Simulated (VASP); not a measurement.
# Pb (P6_3/mmc) in VASP: a series of runs, part 3 of 3

VASP 6.6.1.

### Step 6. Relaxation of shape and atoms at fixed volume, r2SCAN (27.28 Å³/atom)

This run uses another cell than the first one, of 27.28 Å³/atom.

Input file POSCAR:

```
Pb
1.0
    3.3649563373      0.0000000000      0.0000000000
   -1.6824781686      2.9141376707      0.0000000000
    0.0000000000      0.0000000000      5.5630185781
Pb
2
Direct
    0.3333333333      0.6666666667      0.2500000000
    0.6666666667      0.3333333333      0.7500000000
```

Input file INCAR.step1:

```
SYSTEM = Pb
ALGO = Normal
EDIFF = 1E-4
ENCUT = 600
GGA = PE
ISMEAR = 0
LASPH = .TRUE.
LCHARG = .FALSE.
LREAL = .FALSE.
LWAVE = .TRUE.
NELM = 80
PREC = Accurate
SIGMA = 0.1
```

Input file INCAR.step2:

```
SYSTEM = Pb
ALGO = Normal
EDIFF = 1E-7
EDIFFG = -0.01
ENCUT = 600
IBRION = 2
ISIF = 4
ISMEAR = 0
ISTART = 1
LASPH = .TRUE.
LCHARG = .FALSE.
LMIXTAU = .TRUE.
LREAL = .FALSE.
LWAVE = .FALSE.
METAGGA = R2SCAN
NELM = 80
NSW = 50
PREC = Accurate
SIGMA = 0.1
```

Input file KPOINTS:

```
k-points
0
G
  15 15 8
  0 0 0
```

Potentials or basis: VASP PAW PBE potentials, release 64 (Pb_d).

The run is started by

```sh
> cat potpaw_PBE.64/Pb_d/POTCAR > POTCAR
> cp INCAR.step1 INCAR
> mpirun -np 1 vasp_std > vasp.out
> cp INCAR.step2 INCAR
> mpirun -np 1 vasp_std > vasp.out
```

OUTCAR:

```text
SYSTEM = Pb
   EDIFF = 1E-7
   EDIFFG = -0.01
   ENCUT = 600
   IBRION = 2
   ISIF = 4
   ISMEAR = 0
   ISTART = 1
   LASPH = .TRUE.
   LREAL = .FALSE.
   METAGGA = R2SCAN
   NELM = 80
   NSW = 50
   PREC = Accurate

 ion  position               nearest neighbor table
   1  0.333  0.667  0.250-   2 3.39   2 3.39   2 3.39   2 3.39   2 3.39   2 3.39
   2  0.667  0.333  0.750-   1 3.39   1 3.39   1 3.39   1 3.39   1 3.39   1 3.39

  LATTYP: Found a hexagonal cell.
 ALAT       =     3.3649563373
 C/A-ratio  =     1.6532216232

  Lattice vectors:

 A1 = (   3.3649563373,   0.0000000000,   0.0000000000)
 A2 = (  -1.6824781686,   2.9141376707,   0.0000000000)
 A3 = (   0.0000000000,   0.0000000000,   5.5630185781)

Analysis of symmetry for initial positions (statically):
=====================================================================
 Subroutine PRICEL returns:
 Original cell was already a primitive cell.

 Routine SETGRP: Setting up the symmetry group for a
 hexagonal supercell.

 Subroutine GETGRP returns: Found 24 space group operations
 (whereof 12 operations were pure point group operations)
 out of a pool of 24 trial point group operations.

The static configuration has the point symmetry D_3d.
 The point group associated with its full space group is D_6h.

Analysis of symmetry for dynamics (positions and initial velocities):
=====================================================================
 Subroutine PRICEL returns:
 Original cell was already a primitive cell.

 Routine SETGRP: Setting up the symmetry group for a
 hexagonal supercell.

 Subroutine GETGRP returns: Found 24 space group operations
 (whereof 12 operations were pure point group operations)
 out of a pool of 24 trial point group operations.

The dynamic configuration has the point symmetry D_3d.
[... 167 lines left out ...]
     3.364956337  0.000000000  0.000000000     0.297180676  0.171577343  0.000000000
    -1.682478169  2.914137671  0.000000000     0.000000000  0.343154687  0.000000000
     0.000000000  0.000000000  5.563018578     0.000000000  0.000000000  0.179758522

 POSITION                                       TOTAL-FORCE (eV/Angst)
 -----------------------------------------------------------------------------------
     -0.00000      1.94276      1.39075         0.000000     -0.000000      0.000000
      1.68248      0.97138      4.17226        -0.000000      0.000000      0.000000
 -----------------------------------------------------------------------------------
    total drift:                               -0.000000      0.000000      0.000000

  FREE ENERGIE OF THE ION-ELECTRON SYSTEM (eV)
  ---------------------------------------------------
  free  energy   TOTEN  =      -112.3766310335 eV

  energy  without entropy=     -112.3725049778  energy(sigma->0) =     -112.37456801

--------------------------------------- Ionic step        2  -------------------------------------------

 number of electron      27.9999998 magnetization

 Free energy of the ion-electron system (eV)
  ---------------------------------------------------
  ext. energy  EPLUGINS =         0.00000000
  ---------------------------------------------------
  free energy    TOTEN  =      -112.37664133 eV

  energy without entropy =     -112.37246676  energy(sigma->0) =     -112.37455405

 E-fermi :   8.4903     XC(G=0): -11.5148

 val. band max:        8.4887881616   @ k =   0.4000   0.2000   0.0000
 cond. band min:       8.5695499809   @ k =   0.2667   0.1333   0.2500
 fundamental gap:      0.0807618194
 Fermi energy:         8.4902823764

 k-point     1 :       0.0000    0.0000    0.0000
  band No.  band energies     occupation
      1      -9.4294      2.00000
      2      -9.3694      2.00000
      3      -9.3352      2.00000
      4      -9.3352      2.00000
      5      -9.3050      2.00000
      6      -9.3050      2.00000
[... 481 lines left out ...]
      5      -9.2117      2.00000
      6      -9.1666      2.00000
[... 10 lines left out ...]
     17      10.4474      0.00000
     18      11.2784      0.00000

 [... further k-points ...]
[... 5 lines left out ...]
  --------------------------------------------------------------------------------------
  -------------------------------------------------------------------------------------
  Total        2.6715713      2.6715713      2.6819298      0.0000000      0.0000000     -0.0000000
  in kB       78.4652460     78.4652460     78.7694810      0.0000000      0.0000000     -0.0000000
  external PRESSURE =      78.5666577 kB  Pullay stress =       0.0000000 kB

 VOLUME and BASIS-vectors are now :
 -----------------------------------------------------------------------------
  energy-cutoff  :      600.00
  volume of cell :       54.55
      direct lattice vectors                 reciprocal lattice vectors
     3.364085335  0.000000000 -0.000000000     0.297257620  0.171621767  0.000000000
    -1.682042668  2.913383361  0.000000000    -0.000000000  0.343243534 -0.000000000
    -0.000000000  0.000000000  5.565899615     0.000000000 -0.000000000  0.179665475

 POSITION                                       TOTAL-FORCE (eV/Angst)
 -----------------------------------------------------------------------------------
     -0.00000      1.94226      1.39147         0.000000     -0.000000      0.000000
      1.68204      0.97113      4.17442        -0.000000      0.000000     -0.000000
 -----------------------------------------------------------------------------------
    total drift:                               -0.000000      0.000000      0.000000

  FREE ENERGIE OF THE ION-ELECTRON SYSTEM (eV)
  ---------------------------------------------------
  free  energy   TOTEN  =      -112.3766413339 eV

  energy  without entropy=     -112.3724667627  energy(sigma->0) =     -112.37455405

 reached required accuracy - stopping structural energy minimisation
```

Run time: 19 min. Hardware: 1 thread of Oxide Virtual Turin-like, shared host; peak memory 0.26 GiB.

What came out:

```
Free energy               : -112.3766 eV
Energy gained by relaxing : 0.0 meV/atom
Ionic steps               : 2
Pressure after relaxing   : 7.9 GPa
Band gap on the k mesh    : zero (bands 14 and 15 overlap by 9.07 eV)
```

Final structure:
```
Pb
1.0
     3.36409    0.00000    0.00000
    -1.68204    2.91338    0.00000
     0.00000    0.00000    5.56590
Pb
2
Direct
  0.33333 0.66667 0.25000
  0.66667 0.33333 0.75000
```

Levels at points of the mesh, in eV from the Fermi level:
| k point | band 12 | band 13 | band 14 | band 15 | band 16 | band 17 |
| --- | --- | --- | --- | --- | --- | --- |
| (0.00, 0.00, 0.00) | -8.73 | -5.00 | 6.60 | 6.60 | 8.48 | 8.68 |
| (0.00, 0.00, 0.50) | -11.72 | 0.82 | 0.82 | 7.58 | 7.58 | 7.58 |

Caveat: the PAW data sets were made with another functional, which shifts forces and pressure a little; spin-orbit coupling is left out, which moves the levels of the heavy elements.

### Step 7. Relaxation of shape and atoms at fixed volume, r2SCAN (28.21 Å³/atom)

This run uses another cell than the first one, of 28.21 Å³/atom.

Input file POSCAR:

```
Pb
1.0
    3.4051719092      0.0000000000      0.0000000000
   -1.7025859546      2.9489653776      0.0000000000
    0.0000000000      0.0000000000      5.6175896635
Pb
2
Direct
    0.3333333333      0.6666666667      0.2500000000
    0.6666666667      0.3333333333      0.7500000000
```

Input file INCAR.step1:

```
PREC = Accurate ; ENCUT = 600
ISMEAR = 0 ; SIGMA = 0.1
LREAL = False ; LASPH = True
NELM = 80 ; GGA = PE
ALGO = Normal ; EDIFF = 1E-4
LWAVE = True ; LCHARG = False
```

Input file INCAR.step2:

```
PREC = Accurate ; ENCUT = 600
EDIFF = 1E-6 ; ISMEAR = 0
SIGMA = 0.1 ; LREAL = False
LASPH = True ; NELM = 80
ALGO = Normal ; ISIF = 4
LWAVE = False ; LCHARG = False
METAGGA = R2SCAN ; LMIXTAU = True
IBRION = 2 ; NSW = 50
EDIFFG = -0.01 ; ISTART = 1
```

Input file KPOINTS:

```
Automatic mesh
0
Gamma
  15 15 8
```

Potentials or basis: VASP PAW PBE potentials, release 64 (Pb_d).

The run is started by

```sh
> cat potpaw_PBE.64/Pb_d/POTCAR > POTCAR
> cp INCAR.step1 INCAR
> mpirun -np 1 vasp_std > vasp.out
> cp INCAR.step2 INCAR
> mpirun -np 1 vasp_std > vasp.out
```

OUTCAR:

```text
PREC = Accurate
   ENCUT = 600
   EDIFF = 1E-6
   ISMEAR = 0
   LREAL = False
   LASPH = True
   NELM = 80
   ISIF = 4
   METAGGA = R2SCAN
   IBRION = 2
   NSW = 50
   EDIFFG = -0.01
   ISTART = 1

 ion  position               nearest neighbor table
   1  0.333  0.667  0.250-   2 3.43   2 3.43   2 3.43   2 3.43   2 3.43   2 3.43
   2  0.667  0.333  0.750-   1 3.43   1 3.43   1 3.43   1 3.43   1 3.43   1 3.43

  LATTYP: Found a hexagonal cell.
 ALAT       =     3.4051719092
 C/A-ratio  =     1.6497227786

  Lattice vectors:

[... 242 lines left out ...]
      6      -9.6814      2.00000
[... 481 lines left out ...]
      5      -9.5947      2.00000
      6      -9.5546      2.00000
[... 10 lines left out ...]
     17      10.0019      0.00000
     18      10.7730      0.00000

 [... further k-points ...]
[... 5 lines left out ...]
  --------------------------------------------------------------------------------------
  -------------------------------------------------------------------------------------
  Total        1.8923418      1.8923418      1.9085376      0.0000000      0.0000000     -0.0000000
  in kB       53.7466531     53.7466531     54.2066495      0.0000000      0.0000000     -0.0000000
  external PRESSURE =      53.8999852 kB  Pullay stress =       0.0000000 kB

 VOLUME and BASIS-vectors are now :
 -----------------------------------------------------------------------------
  energy-cutoff  :      600.00
  volume of cell :       56.41
      direct lattice vectors                 reciprocal lattice vectors
     3.403487529  0.000000000 -0.000000000     0.293816267  0.169634901  0.000000000
    -1.701743764  2.947506661  0.000000000     0.000000000  0.339269802  0.000000000
     0.000000000  0.000000000  5.623151311     0.000000000  0.000000000  0.177836225

 POSITION                                       TOTAL-FORCE (eV/Angst)
 -----------------------------------------------------------------------------------
     -0.00000      1.96500      1.40579         0.000000     -0.000000      0.000000
      1.70174      0.98250      4.21736        -0.000000      0.000000      0.000000
 -----------------------------------------------------------------------------------
    total drift:                               -0.000000      0.000000     -0.000000

  FREE ENERGIE OF THE ION-ELECTRON SYSTEM (eV)
  ---------------------------------------------------
  free  energy   TOTEN  =      -112.4533566583 eV

  energy  without entropy=     -112.4501168037  energy(sigma->0) =     -112.45173673

 reached required accuracy - stopping structural energy minimisation
```

Run time: 8.7 min. Hardware: 1 thread of Oxide Virtual Turin-like, shared host; peak memory 0.27 GiB.

Results:

* Free energy: -112.4534 eV
* Energy gained by relaxing: 0.0 meV/atom
* Ionic steps: 2
* Pressure after relaxing: 5.4 GPa
* Band gap on the k mesh: zero (bands 14 and 15 overlap by 8.73 eV)

Final structure:
```
Pb
1.0
     3.40349    0.00000    0.00000
    -1.70174    2.94751    0.00000
     0.00000    0.00000    5.62315
Pb
2
Direct
  0.33333 0.66667 0.25000
  0.66667 0.33333 0.75000
```

Levels at points of the mesh, in eV from the Fermi level:
```csv
k point,band 12,band 13,band 14,band 15,band 16,band 17
"(0.00, 0.00, 0.00)",-8.65,-4.78,6.39,6.39,8.26,8.39
"(0.00, 0.00, 0.50)",-11.48,0.81,0.81,7.33,7.33,7.33
```

Caveat: the PAW data sets were made with another functional, which shifts forces and pressure a little; spin-orbit coupling is left out, which moves the levels of the heavy elements.

### Step 8. Overview

| task | cell | k mesh | cutoff (eV) | smearing | gap on the mesh (eV) | pressure (GPa) |
| --- | --- | --- | --- | --- | --- | --- |
| single point | a = 3.480, b = 3.480, c = 5.590 Å, angles 90.0, 90.0, 120.0°, 2 atoms | 6 × 6 × 4 | 520 | gaussian 0.1 eV | none | 3.3 |
| single point | a = 3.514, b = 3.514, c = 5.797 Å, angles 90.0, 90.0, 120.0°, 2 atoms | 15 × 15 × 8 | 520 | gaussian 0.1 eV | none | 0.0 |
| single point | a = 3.510, b = 3.510, c = 5.819 Å, angles 90.0, 90.0, 120.0°, 2 atoms | 15 × 15 × 8 | 520 | fermi-dirac 0.15 eV | none | 0.0 |
| relaxation of shape and atoms at fixed volume | relaxed from a = 3.583, b = 3.583, c = 5.911 Å, angles 90.0, 90.0, 120.0°, 2 atoms | 15 × 15 × 8 | 600 | gaussian 0.1 eV | none | -2.2 |
| relaxation of shape and atoms at fixed volume | relaxed from a = 3.365, b = 3.365, c = 5.563 Å, angles 90.0, 90.0, 120.0°, 2 atoms | 15 × 15 × 8 | 600 | gaussian 0.1 eV | none | 7.9 |
| relaxation of shape and atoms at fixed volume | relaxed from a = 3.405, b = 3.405, c = 5.618 Å, angles 90.0, 90.0, 120.0°, 2 atoms | 15 × 15 × 8 | 600 | gaussian 0.1 eV | none | 5.4 |

Alike in all rows: level r2SCAN; potentials or basis VASP PAW PBE potentials, release 64 (Pb_d); no spin polarisation.

Caveats: the PAW data sets were made with another functional, which shifts forces and pressure a little; spin-orbit coupling is left out, which moves the levels of the heavy elements; the cell stands under pressure (at least some runs); the relaxation stopped at its first step, so nothing moved (at least some runs).

Total energies depend on the potentials used, so only differences within one code and one set of settings carry meaning.
